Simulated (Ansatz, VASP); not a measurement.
**Mg: VASP beside Ansatz**

File INCAR:

```
SYSTEM = Mg
ALGO = Normal
EDIFF = 1E-6
ENCUT = 600
GGA = PS
GGA_COMPAT = .False.
ISIF = 2
ISMEAR = 0
LASPH = .True.
LCHARG = .False.
LREAL = .False.
LWAVE = .False.
NBANDS = 9
NELM = 120
PREC = Accurate
SIGMA = 0.1
```

File KPOINTS:

```
k-points
0
Gamma
  6 6 4
  0 0 0
```

POSCAR

```
Mg
1.0
    2.9023274024      0.0000000000      0.0000000000
   -1.4511637012      2.5134892606      0.0000000000
    0.0000000000      0.0000000000      5.5304982871
Mg
2
Direct
    0.3333333333      0.6666666667      0.2500000000
    0.6666666667      0.3333333333      0.7500000000
```

Input for Ansatz:

```yaml
crystal:
  lattice:
    - [2.9023274024, 0.0, 0.0]
    - [-1.4511637012, 2.5134892606, 0.0]
    - [0.0, 0.0, 5.5304982871]
  atoms:
    - { symbol: Mg, position: [0.3333333333, 0.6666666667, 0.25] }
    - { symbol: Mg, position: [0.6666666667, 0.3333333333, 0.75] }
basis:
  ecutwfc: 420
kpoints:
  mp_grid: { grid: [6, 6, 4] }
hamiltonian:
  xc: pbesol
scf:
  occupations: { method: gaussian, width: 0.1 }
output:
  forces: true
  stress: true
  eigenvalues: true
```

Alike in both runs: task single point; functional PBEsol; k mesh 6 × 6 × 4; occupations gaussian, width 0.1 eV; no spin polarisation.

```csv
,VASP,Ansatz
version,VASP 6.6.1,Ansatz 0.2.0
potentials or method,"VASP PAW PBE potentials, release 64 (Mg), cutoff 600 eV","scalar-relativistic, plane waves, PAW"
valence electrons in the cell,4,20
```

|  | VASP | Ansatz | Ansatz less VASP |
| --- | --- | --- | --- |
| gap on the k mesh at the Fermi level (eV) | none | none | - |
| pressure (GPa) | 6.8 | 6.8 | -0.04 |
| traceless stress, the component that is largest in VASP (GPa) | -5.53 | -5.45 | +0.088 |

VASP's potentials were made for PBE, not for PBEsol. A gap of «none» marks a metal or a gap that the smearing closes. VASP's potentials hold 4 valence electrons a cell and Ansatz's 20, so a difference there can come from the potentials and not from the codes.

The k mesh is coarse, so the values compare programs but aren't converged.
